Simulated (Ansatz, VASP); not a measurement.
## HfO2: VASP beside Ansatz

The input INCAR:

```
PREC     = Accurate       # precision mode
ENCUT    = 520            # plane-wave cutoff, eV
EDIFF    = 1E-7           # SCF threshold, eV
ISMEAR   = 0              # smearing method
SIGMA    = 0.05           # smearing width, eV
LREAL    = F              # projectors in reciprocal space
LASPH    = T              # aspherical terms in the spheres
NELM     = 80             # most SCF steps
ALGO     = Normal         # electronic algorithm
ISIF     = 2              # what is computed and relaxed
LWAVE    = F              # write WAVECAR
LCHARG   = T              # write CHGCAR
GGA      = PE             # functional
LELF     = T              # ELF
LVHAR    = T            
NBANDS   = 31             # bands
```

Contents of KPOINTS:

```
regular mesh
0
Gamma
  6 6 8
```

File POSCAR:

```
HfO2
1.0
    0.0000000000     -2.5488057612     -2.5488057612
   -2.5488057612      0.0000000000     -2.5488057612
    2.5488057612      2.5488057612     -5.0976115224
Hf O
2 4
Direct
   -0.0200216671     -0.0200216671      0.0000003580
    0.5200216671      0.5200216671      0.4999996420
    0.1269670672      0.1269670672      0.6249997928
    0.6230329328      0.6230329328      0.1250002072
    0.3730329328      0.3730329328      0.8750002072
    0.8769670672      0.8769670672      0.3749997928
```

Input for Ansatz:

```yaml
crystal:
  lattice:
    - [0.0, -2.5488057612, -2.5488057612]
    - [-2.5488057612, 0.0, -2.5488057612]
    - [2.5488057612, 2.5488057612, -5.0976115224]
  atoms:
    - { symbol: Hf, position: [-0.0200216671, -0.0200216671, 3.58e-07] }
    - { symbol: Hf, position: [0.5200216671, 0.5200216671, 0.499999642] }
    - { symbol: O, position: [0.1269670672, 0.1269670672, 0.6249997928] }
    - { symbol: O, position: [0.6230329328, 0.6230329328, 0.1250002072] }
    - { symbol: O, position: [0.3730329328, 0.3730329328, 0.8750002072] }
    - { symbol: O, position: [0.8769670672, 0.8769670672, 0.3749997928] }
basis:
  ecutwfc: 420
kpoints:
  mp_grid: { grid: [6, 6, 8] }
hamiltonian:
  xc: pbe
scf:
  occupations: { method: gaussian, width: 0.05 }
output:
  forces: true
  stress: true
  eigenvalues: true
```

Change from the starting cell: mode 4 (81.9 1/cm) frozen in, largest displacement +0.125 Å.

Alike in both runs: task single point; functional PBE; k mesh 6 × 6 × 8; occupations gaussian, width 0.05 eV; no spin polarisation.

```csv
,VASP,Ansatz
version,VASP 6.6.1,Ansatz 0.2.0
potentials or method,"VASP PAW PBE potentials, release 64 (Hf_pv, O), cutoff 520 eV","scalar-relativistic, plane waves, PAW"
valence electrons in the cell,44,76
```

|  | VASP | Ansatz | Ansatz less VASP |
| --- | --- | --- | --- |
| gap on the k mesh at the Fermi level (eV) | 3.85 | 3.84 | -0.011 |
| least direct gap on the mesh (eV) | 3.85 | 3.84 | -0.007 |
| pressure (GPa) | -2.3 | 1.3 | +3.58 |
| traceless stress, the component that is largest in VASP (GPa) | 0.78 | 0.79 | +0.009 |
| rms of the force components (eV/Å) | 0.208 | 0.219 | +0.0112 |

Atom by atom the forces differ by 0.020 eV/Å (rms over components). VASP's potentials hold 44 valence electrons a cell and Ansatz's 76, so a difference there can come from the potentials and not from the codes.

Neither program's run includes spin-orbit coupling.
